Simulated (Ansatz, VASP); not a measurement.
# One calculation of Sb, two programs

```xyz
2
Lattice="2.1542 1.2437 3.7580 -2.1542 1.2437 3.7580 0.0000 -2.4875 3.7580" Properties=species:S:1:pos:R:3 pbc="T T T"
Sb    0.0000    0.0000    8.6416
Sb    0.0000    0.0000    2.6324
```

Alike in both runs: task single point; functional PBE-based screened hybrid; k mesh 4 × 4 × 4; occupations fermi-dirac, width 0.05 eV; no spin polarisation.

```csv
,VASP,Ansatz
version,VASP 6.6.1,Ansatz 0.2.0
potentials or method,"VASP PAW PBE potentials, release 64 (Sb), cutoff 520 eV",all-electron PAW datasets made for the crystal
```

Ansatz gave:

* gap on the k mesh at the Fermi level (eV): 0.34
* least direct gap on the mesh (eV): 0.53
* pressure (GPa): -1.1
* traceless stress, the component that is largest in VASP (GPa): -0.19
* rms of the force components (eV/Å): 0.362

Q: What did VASP give for the same quantities?

A: gap on the k mesh at the Fermi level (eV): 0.37; least direct gap on the mesh (eV): 0.50; pressure (GPa): -4.8; traceless stress, the component that is largest in VASP (GPa): 0.36; rms of the force components (eV/Å): 0.616.

VASP's potentials were made for PBE, not for PBE-based screened hybrid. Atom by atom the forces differ by 0.254 eV/Å (rms over components). Ansatz ran all-electron here, and VASP with PAW potentials.

The k mesh is coarse, so the values compare programs but aren't converged. Neither program's run includes spin-orbit coupling. Noted on Ansatz's run: the program warned that the printed levels may be off, so bands, gaps and densities of states are rough.
